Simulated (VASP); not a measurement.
Wanted: the native input for a VASP 6.6.1 run.

| Quantity | Value |
| --- | --- |
| Task | single point |
| Functional | PBEsol |
| Potentials or basis | VASP PAW PBE potentials, release 64 (Gd, O) |
| Cutoff | 520 eV |
| k mesh | 9 × 9 × 9 |
| Occupations | fermi-dirac, width 0.05 eV |
| Spin | collinear spin, ferromagnetic start |
| Starting moments | [7.0, 0.0] μB |
| Dipole correction | no |
| Further INCAR settings | ALGO = Normal; EDIFF = 1e-07; NBANDS = 23 |

The structure of GdO lies in POSCAR:

```
GdO
1.0
    0.0000000000      2.6401452754      2.6401452754
    2.6401452754      0.0000000000      2.6401452754
    2.6401452754      2.6401452754      0.0000000000
Gd O
1 1
Direct
    0.0000000000      0.0000000000      0.0000000000
    0.2500000000      0.2500000000      0.2500000000
```

These files were run (other wordings do the same):

INCAR

```
PREC = Accurate ; ENCUT = 520
EDIFF = 1E-7 ; ISMEAR = -1
SIGMA = 0.05 ; LREAL = F
LASPH = T ; NELM = 150
ALGO = Normal ; ISIF = 2
LWAVE = F ; LCHARG = F
ISPIN = 2 ; MAGMOM = 7 0
LORBIT = 11 ; LMAXMIX = 6
GGA = PS ; NBANDS = 23
```

KPOINTS

```
Automatic mesh
0
Gamma
  9 9 9
```

Potentials or basis: VASP PAW PBE potentials, release 64 (Gd, O).

Launch:

```sh
$ cat potpaw_PBE.64/Gd/POTCAR potpaw_PBE.64/O/POTCAR > POTCAR
$ mpirun -np 1 vasp_std > vasp.out
```

It gave:

| Item | Value |
| --- | --- |
| Pressure | 2.1 GPa |
| Net moment | 7.51 μB per cell |
| Site moments | Gd +6.87; O -0.03 μB |
| Valence electrons inside the program's atomic spheres | Gd 15.25; O 5.00 |

Caveat: the PAW data sets were made with another functional, which shifts forces and pressure a little; a cell with one magnetic atom can't hold antiferromagnetic order, which such compounds often take.

It took 82 s on 1 thread of Intel Xeon 6975P-C, on a shared host, peak memory 0.21 GiB.
